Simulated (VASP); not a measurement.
# Hf7Cl in VASP: a series of runs

Runs on Hf7Cl. Level: PBE. Tasks: single point.

Program: VASP 6.6.1. These are calculated values, not measurements. Logs are shortened: lines on timing, memory, paths and dates and some standing lists are left out, and cuts for length are marked.

## Step 1: The cell of the first run

It takes space group P-6m2 (No. 187, hexagonal). Conventional cell: a = 6.297 Å, b = 6.297 Å, c = 5.152 Å, α = 90.00°, β = 90.00°, γ = 120.00°. Hf (site symmetry mm2) has 10 Hf at 3.13 to 3.17 Å and 2 Cl at 3.15 Å within 4.1 Å. Within 4.1 Å of Hf (site symmetry mm2) lie 10 Hf at 3.11 to 3.19 Å and 2 Cl at 3.17 Å. Hf (site symmetry -6m2) has 12 Hf at 3.15 Å within 4.1 Å. Cl (site symmetry -6m2) has 12 Hf at 3.15 to 3.17 Å within 4.1 Å.

## Step 2: Single point, PBE

Input file INCAR:

```
  PREC = Accurate
  ENCUT = 520
  EDIFF = 1E-6
  ISMEAR = 0
  SIGMA = 0.2
  LREAL = F
  LASPH = T
  NELM = 60
  ALGO = Normal
  ISIF = 2
  LWAVE = F
  LCHARG = F
  GGA = PE
  NBANDS = 48
```

Input file KPOINTS:

```
regular mesh
0
Gamma
  3 3 3
```

Input file POSCAR:

```
Hf7Cl
1.0
    6.2970443377      0.0000000000      0.0000000000
   -3.1485221689      5.4534003652      0.0000000000
    0.0000000000      0.0000000000      5.1521665789
Hf Cl
7 1
Direct
    0.1676709556      0.3353419111      0.5000000000
    0.6646580889      0.8323290444      0.5000000000
    0.1676709556      0.8323290444      0.5000000000
    0.8355527999      0.1644472001      0.0000000000
    0.3288944003      0.1644472001      0.0000000000
    0.8355527999      0.6711055997      0.0000000000
    0.3333333333      0.6666666667      0.0000000000
    0.6666666667      0.3333333333      0.5000000000
```

Potentials or basis: VASP PAW PBE potentials, release 64 (Hf_pv, Cl).

Launch:

```sh
$ cat potpaw_PBE.64/Hf_pv/POTCAR potpaw_PBE.64/Cl/POTCAR > POTCAR
$ mpirun -np 1 vasp_std > vasp.out
```

OUTCAR:

```text
PREC = Accurate
   ENCUT = 520
   EDIFF = 1E-6
   ISMEAR = 0
   LREAL = F
   LASPH = T
   NELM = 60
   ISIF = 2
   GGA = PE

 ion  position               nearest neighbor table
   1  0.168  0.335  0.500-   2 3.13   3 3.13   7 3.15   7 3.15   8 3.15   8 3.15   4 3.15   4 3.15
                             5 3.15   5 3.15   2 3.17   3 3.17
   2  0.665  0.832  0.500-   1 3.13   3 3.13   7 3.15   7 3.15   8 3.15   8 3.15   4 3.15   4 3.15
                             6 3.15   6 3.15   1 3.17   3 3.17
   3  0.168  0.832  0.500-   2 3.13   1 3.13   7 3.15   7 3.15   8 3.15   8 3.15   6 3.15   6 3.15
                             5 3.15   5 3.15   2 3.17   1 3.17
   4  0.836  0.164  0.000-   5 3.11   6 3.11   7 3.15   7 3.15   1 3.15   1 3.15   2 3.15   2 3.15
                             8 3.17   8 3.17   5 3.19   6 3.19
   5  0.329  0.164  0.000-   6 3.11   4 3.11   7 3.15   7 3.15   3 3.15   3 3.15   1 3.15   1 3.15
                             8 3.17   8 3.17   6 3.19   4 3.19
   6  0.836  0.671  0.000-   5 3.11   4 3.11   7 3.15   7 3.15   3 3.15   3 3.15   2 3.15   2 3.15
                             8 3.17   8 3.17   5 3.19   4 3.19
   7  0.333  0.667  0.000-   3 3.15   3 3.15   2 3.15   2 3.15   1 3.15   1 3.15   6 3.15   5 3.15
                             4 3.15   4 3.15   6 3.15   5 3.15
   8  0.667  0.333  0.500-   3 3.15   3 3.15   1 3.15   1 3.15   2 3.15   2 3.15   5 3.17   5 3.17
                             6 3.17   6 3.17   4 3.17   4 3.17

  LATTYP: Found a hexagonal cell.
 ALAT       =     6.2970443377
 C/A-ratio  =     0.8181880741

  Lattice vectors:

 A1 = (   6.2970443377,   0.0000000000,   0.0000000000)
 A2 = (  -3.1485221689,   5.4534003652,   0.0000000000)
 A3 = (   0.0000000000,   0.0000000000,   5.1521665789)

Analysis of symmetry for initial positions (statically):
=====================================================================
 Subroutine PRICEL returns:
 Original cell was already a primitive cell.

 Routine SETGRP: Setting up the symmetry group for a
 hexagonal supercell.

 Subroutine GETGRP returns: Found 12 space group operations
 (whereof 12 operations were pure point group operations)
 out of a pool of 24 trial point group operations.

The static configuration has the point symmetry D_3h.

Analysis of symmetry for dynamics (positions and initial velocities):
=====================================================================
 Subroutine PRICEL returns:
 Original cell was already a primitive cell.

 Routine SETGRP: Setting up the symmetry group for a
 hexagonal supercell.

 Subroutine GETGRP returns: Found 12 space group operations
 (whereof 12 operations were pure point group operations)
 out of a pool of 24 trial point group operations.

The dynamic configuration has the point symmetry D_3h.

 Subroutine INISYM returns: Found 12 space group operations
 (whereof 12 operations are pure point group operations),
 and found     1 'primitive' translations

----------------------------------------------------------------------------------------

                                     Primitive cell

  volume of cell :     176.9270

  direct lattice vectors                    reciprocal lattice vectors
     6.297044338  0.000000000  0.000000000     0.158804662  0.091685915  0.000000000
    -3.148522169  5.453400365  0.000000000     0.000000000  0.183371829  0.000000000
     0.000000000  0.000000000  5.152166579     0.000000000  0.000000000  0.194093103

  length of vectors
     6.297044338  6.297044338  5.152166579     0.183371829  0.183371829  0.194093103

  position of ions in fractional coordinates (direct lattice)
     0.167670956  0.335341911  0.500000000
     0.664658089  0.832329044  0.500000000
     0.167670956  0.832329044  0.500000000
     0.835552800  0.164447200  0.000000000
     0.328894400  0.164447200  0.000000000
     0.835552800  0.671105600  0.000000000
     0.333333333  0.666666667  0.000000000
     0.666666667  0.333333333  0.500000000

  ion indices of the primitive-cell ions
   primitive index   ion index
                 1           1
                 2           2
                 3           3
                 4           4
                 5           5
                 6           6
                 7           7
                 8           8

----------------------------------------------------------------------------------------

 KPOINTS: regular mesh

Automatic generation of k-mesh.
 Grid dimensions read from file:
 generate k-points for:    3    3    3

 Generating k-lattice:

  Cartesian coordinates                     Fractional coordinates (reciprocal lattice)
     0.052934887  0.030561972  0.000000000     0.333333333  0.000000000  0.000000000
     0.000000000  0.061123943  0.000000000     0.000000000  0.333333333  0.000000000
     0.000000000  0.000000000  0.064697701     0.000000000  0.000000000  0.333333333

  Length of vectors
     0.061123943  0.061123943  0.064697701

  Shift w.r.t. Gamma in fractional coordinates (k-lattice)
     0.000000000  0.000000000  0.000000000

 Subroutine IBZKPT returns following result:
 ===========================================

 Found      6 irreducible k-points:

 Following reciprocal coordinates:
            Coordinates               Weight
  0.000000  0.000000  0.000000      1.000000
  0.333333  0.000000  0.000000      6.000000
  0.333333  0.333333  0.000000      2.000000
  0.000000  0.000000  0.333333      2.000000
  0.333333  0.000000  0.333333     12.000000
  0.333333  0.333333  0.333333      4.000000
   k-points           NKPTS =      6   k-points in BZ     NKDIM =      6   number of bands    NBANDS=     48
   number of dos      NEDOS =    301   number of ions     NIONS =      8
   total plane-waves  NPLWV =  92160
   dimension x,y,z NGX =    48 NGY =   48 NGZ =   40
   dimension x,y,z NGXF=    96 NGYF=   96 NGZF=   80
   ions per type =               7   1
   NGX,Y,Z   is equivalent  to a cutoff of  12.67, 12.67, 12.91 a.u.
   NGXF,Y,Z  is equivalent  to a cutoff of  25.34, 25.34, 25.81 a.u.
 SYSTEM =  unknown system
   PREC   = accura    normal or accurate (medium, high low for compatibility)
   ISTART =      0    job   : 0-new  1-cont  2-samecut
   ICHARG =      2    charge: 1-file 2-atom 10-const
   ISPIN  =      1    spin polarized calculation?
   LNONCOLLINEAR =      F non collinear calculations
   LSORBIT =      F    spin-orbit coupling
   LASPH  =      T    aspherical Exc in radial PAW
   ENCUT  =  520.0 eV  38.22 Ry    6.18 a.u.  11.71 11.71  9.58*2*pi/ulx,y,z
   NELM   =     60;   NELMIN=  2; NELMDL= -5     # of ELM steps
   EDIFF  = 0.1E-05   stopping-criterion for ELM
   LREAL  =      F    real-space projection
   EDIFFG = 0.1E-04   stopping-criterion for IOM
   NSW    =      0    number of steps for IOM
   IBRION =     -1    ionic relax: 0-MD 1-quasi-New 2-CG
   NFREE  =      0    steps in history (QN), initial steepest desc. (CG)
   ISIF   =      2    stress and relaxation
   ISYM   =      2    0-nonsym 1-usesym 2-fastsym
   POTIM  = 0.5000    time-step for ionic-motion
   TEBEG  =    0.0;   TEEND  =   0.0 temperature during run
   PSTRESS=    0.0 pullay stress
   NELECT =      77.0000    total number of electrons
   NUPDOWN=      -1.0000    fix difference up-down
   EMIN   =  10.00;   EMAX   =-10.00  energy-range for DOS
   EFERMI =   0.00;   METHOD = LEGACY
   ISMEAR =     0;   SIGMA  =   0.20  broadening in eV -4-tet -1-fermi 0-gaus
   EFERMI_NEDOS =   21; number of points for ismear=-14 and -15
   IALGO  =     38    algorithm
   IMIX   =      4    mixing-type and parameters
     AMIX     =   0.40;   BMIX     =  1.00
     AMIX_MAG =   1.60;   BMIX_MAG =  1.00
  volume/ion in A,a.u.               =      22.12       149.25
  Fermi-wavevector in a.u.,A,eV,Ry     =   1.240625  2.344441 20.941400  1.539149
  Thomas-Fermi vector in A             =   2.375057
   LORBIT       =      0    0 simple, 1 ext, 2 COOP (PROOUT), +10 PAW based schemes
   GGA     = PE    functional components
   LHFCALC =     F    Hartree Fock is set to
   AEXX    =    0.0000 exact exchange contribution
   IVDW    =     0    specifies the selected vdW correction
   LEPSILON=     F    determine dielectric tensor
   LRPA    =     F    only Hartree local field effects (RPA)
 non-spin polarized calculation
 Gauss-broadening in eV      SIGMA  =   0.20
  energy-cutoff  :      520.00
  volume of cell :      176.93
 maximum number of plane-waves:      4782
 NGX is ok and might be reduce to    48
   NGX = 23   NGY = 23   NGZ = 19

 number of electron      77.0000006 magnetization

 Free energy of the ion-electron system (eV)
  ---------------------------------------------------
  ext. energy  EPLUGINS =         0.00000000
  ---------------------------------------------------
  free energy    TOTEN  =       -70.16482460 eV

  energy without entropy =      -70.01899601  energy(sigma->0) =      -70.09191031

 E-fermi :   5.0799     XC(G=0): -11.1180

 val. band max:        5.0178824962   @ k =   0.3333   0.3333   0.0000
 cond. band min:       5.1745563961   @ k =   0.3333   0.3333   0.3333
 fundamental gap:      0.1566738999
 Fermi energy:         5.0798622904

 k-point     1 :       0.0000    0.0000    0.0000
  band No.  band energies     occupation
      1     -25.9471      2.00000
      2     -25.9206      2.00000
      3     -25.8345      2.00000
      4     -25.8345      2.00000
      5     -25.7639      2.00000
      6     -25.7447      2.00000
[... 40 lines left out ...]
     47       7.0756      0.00000
     48       7.0756      0.00000

 k-point     2 :       0.3333    0.0000    0.0000
  band No.  band energies     occupation
      1     -25.9024      2.00000
      2     -25.8374      2.00000
      3     -25.7850      2.00000
      4     -25.7673      2.00000
      5     -25.7419      2.00000
      6     -25.6996      2.00000
[... 196 lines left out ...]
 k-point     6 :       0.3333    0.3333    0.3333
  band No.  band energies     occupation
      1     -25.8688      2.00000
      2     -25.8142      2.00000
      3     -25.7967      2.00000
      4     -25.7472      2.00000
      5     -25.7444      2.00000
      6     -25.7355      2.00000
[... 40 lines left out ...]
     47       6.9946      0.00000
     48       7.1234      0.00000

------------------------ aborting loop because EDIFF is reached ----------------------------------------

  FORCE on cell =-STRESS in cart. coord.  units (eV):
  Direction    XX          YY          ZZ          XY          YZ          ZX
  --------------------------------------------------------------------------------------
  -------------------------------------------------------------------------------------
  Total       -0.7827019     -0.7827019     -0.7396370      0.0000000      0.0000000      0.0000000
  in kB       -7.0878247     -7.0878247     -6.6978460      0.0000000      0.0000000      0.0000000
  external PRESSURE =      -6.9578318 kB  Pullay stress =       0.0000000 kB

 VOLUME and BASIS-vectors are now :
 -----------------------------------------------------------------------------
  energy-cutoff  :      520.00
  volume of cell :      176.93
      direct lattice vectors                 reciprocal lattice vectors
     6.297044338  0.000000000  0.000000000     0.158804662  0.091685915  0.000000000
    -3.148522169  5.453400365  0.000000000     0.000000000  0.183371829  0.000000000
     0.000000000  0.000000000  5.152166579     0.000000000  0.000000000  0.194093103

 POSITION                                       TOTAL-FORCE (eV/Angst)
 -----------------------------------------------------------------------------------
      0.00000      1.82875      2.57608        -0.000000      0.015311      0.000000
      1.56478      4.53902      2.57608        -0.013260     -0.007655     -0.000000
     -1.56478      4.53902      2.57608         0.013260     -0.007655     -0.000000
      4.74375      0.89680      0.00000         0.025791     -0.014891      0.000000
      1.55330      0.89680      0.00000        -0.025791     -0.014891      0.000000
      3.14852      3.65981      0.00000        -0.000000      0.029781     -0.000000
     -0.00000      3.63560      0.00000        -0.000000     -0.000000     -0.000000
      3.14852      1.81780      2.57608        -0.000000     -0.000000     -0.000000
 -----------------------------------------------------------------------------------
    total drift:                               -0.000001      0.000000      0.000000

  FREE ENERGIE OF THE ION-ELECTRON SYSTEM (eV)
  ---------------------------------------------------
  free  energy   TOTEN  =       -70.1648245960 eV

  energy  without entropy=      -70.0189960149  energy(sigma->0) =      -70.09191031
```

It took 67 s on 1 thread of Intel Xeon Platinum 8488C (Sapphire Rapids), shared host; peak memory 0.29 GiB.

Results:

* Free energy: -70.1648 eV
* Pressure: -0.7 GPa
* Largest force: 0.030 eV/Å

Forces in eV/Å, atoms in the order of the input:
```
Hf   0.000  0.015  0.000
Hf  -0.013 -0.008  0.000
Hf   0.013 -0.008  0.000
Hf   0.026 -0.015  0.000
Hf  -0.026 -0.015  0.000
Hf   0.000  0.030  0.000
Hf   0.000  0.000  0.000
Cl   0.000  0.000  0.000
```

Caveat: the k points lie up to 0.41 Å⁻¹ apart; spin-orbit coupling is left out, which moves the levels of the heavy elements; an odd number of electrons without spin polarisation forces a metal; a magnetic or distorted state may lie lower.

[end of part 1 of 2]
